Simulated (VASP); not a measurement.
AlCo, 2 atoms in the cell. Symmetry: P4/mmm, No. 123, tetragonal system. The conventional cell has a = 2.852 Å, b = 2.852 Å, c = 2.994 Å, α = 90.00°, β = 90.00°, γ = 90.00°. Al (site symmetry 4/mmm) has 8 Co at 2.51 Å and 6 Al at 2.85 to 2.99 Å within 3.3 Å. Within 3.3 Å of Co (site symmetry 4/mmm) lie 8 Al at 2.51 Å and 6 Co at 2.85 to 2.99 Å.  This cell differs from its parent crystal: strain +0.000 along x and y, +0.050 along z.

* Program: VASP 6.6.1
* Task: single point
* Functional: PBE
* Potentials or basis: VASP PAW PBE potentials, release 64 (Al, Co)
* Cutoff: 520 eV
* k mesh: 22 × 22 × 22
* Occupations: gaussian, width 0.15 eV
* Spin: no spin polarisation
* Dipole correction: no
* Further INCAR settings: ALGO = Fast; EDIFF = 1e-07; NBANDS = 13

Potentials or basis: VASP PAW PBE potentials, release 64 (Al, Co).

The run is started by

```bash
$ cat potpaw_PBE.64/Al/POTCAR potpaw_PBE.64/Co/POTCAR > POTCAR
$ mpirun -np 1 vasp_std > vasp.out
```

Hardware: 1 thread of AMD EPYC 9R45 96-Core Processor (Zen 5) (shared host).

Question: How long does it take, and how much memory?

Answer: Wall time 2.8 min on 1 thread of AMD EPYC 9R45 96-Core Processor (Zen 5), on a shared host, peak memory 0.38 GiB. Counts: scf iterations 16, k points 936.
